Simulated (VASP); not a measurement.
Set up this calculation in VASP 6.6.1, as the native input.

```
Task                   : single point
Functional             : r2SCAN
Dispersion             : rVV10
Potentials or basis    : VASP PAW PBE potentials, release 64 (Sn_d, O)
Cutoff                 : 520 eV
k mesh                 : 8 × 8 × 8
Occupations            : fermi-dirac, width 0.03 eV
Spin                   : no spin polarisation
Dipole correction      : no
Further INCAR settings : ALGO = Normal; EDIFF = 1e-07; NBANDS = 28
```

Crystal: SnO.

```
CELL_PARAMETERS angstrom
1.65958 -6.47616 0.00000
1.65958 6.47616 0.00000
0.00000 0.00000 3.35300
ATOMIC_POSITIONS crystal
Sn 0.35567 0.64433 0.75000
Sn 0.64433 0.35567 0.25000
O 0.80752 0.19248 0.25000
O 0.19248 0.80752 0.75000
```

These files were run (other wordings do the same):

POSCAR

```
SnO
1.0
    1.6595766021     -6.4761604046      0.0000000000
    1.6595766021      6.4761604046      0.0000000000
    0.0000000000      0.0000000000      3.3529953501
Sn O
2 2
Direct
    0.3556650739      0.6443349261      0.7500000000
    0.6443349261      0.3556650739      0.2500000000
    0.8075177971      0.1924822029      0.2500000000
    0.1924822029      0.8075177971      0.7500000000
```

INCAR.step1

```
SYSTEM = SnO
ALGO     = Normal         ! electronic algorithm
EDIFF    = 1E-4           ! SCF threshold, eV
ENCUT    = 520            ! plane-wave cutoff, eV
GGA      = PE             ! functional
ISMEAR   = -1             ! smearing method
LASPH    = .True.         ! aspherical terms in the spheres
LCHARG   = .False.        ! write CHGCAR
LREAL    = .False.        ! projectors in reciprocal space
LWAVE    = .True.         ! write WAVECAR
NBANDS   = 28             ! bands
NELM     = 100            ! most SCF steps
PREC     = Accurate       ! precision mode
SIGMA    = 0.03           ! smearing width, eV
```

INCAR.step2

```
SYSTEM = SnO
ALGO     = Normal         ! electronic algorithm
BPARAM   = 11.95        
CPARAM   = 0.0093       
EDIFF    = 1E-7           ! SCF threshold, eV
ENCUT    = 520            ! plane-wave cutoff, eV
ISIF     = 2              ! what is computed and relaxed
ISMEAR   = -1             ! smearing method
ISTART   = 1            
IVDW_NL  = 2            
LASPH    = .True.         ! aspherical terms in the spheres
LCHARG   = .False.        ! write CHGCAR
LMIXTAU  = .True.       
LREAL    = .False.        ! projectors in reciprocal space
LUSE_VDW = .True.       
LWAVE    = .False.        ! write WAVECAR
METAGGA  = R2SCAN         ! meta-GGA
NBANDS   = 28             ! bands
NELM     = 100            ! most SCF steps
PREC     = Accurate       ! precision mode
SIGMA    = 0.03           ! smearing width, eV
```

KPOINTS

```
k-points
0
Gamma
  8 8 8
  0 0 0
```

Potentials or basis: VASP PAW PBE potentials, release 64 (Sn_d, O).

Launch:

```bash
$ cat potpaw_PBE.64/Sn_d/POTCAR potpaw_PBE.64/O/POTCAR > POTCAR
$ cp INCAR.step1 INCAR
$ mpirun -np 1 vasp_std > vasp.out
$ cp INCAR.step2 INCAR
$ mpirun -np 1 vasp_std > vasp.out
```

It gave:

```
Pressure               : 0.6 GPa
Largest force          : 0.128 eV/Å
Band gap on the k mesh : 1.59 eV
```

Caveat: the PAW data sets were made with another functional, which shifts forces and pressure a little; spin-orbit coupling is left out, which moves the levels of the heavy elements.

Wall time 15 min on 1 thread of Intel(R) Xeon(R) 6975P-C (Granite Rapids), on a shared host, peak memory 0.65 GiB.
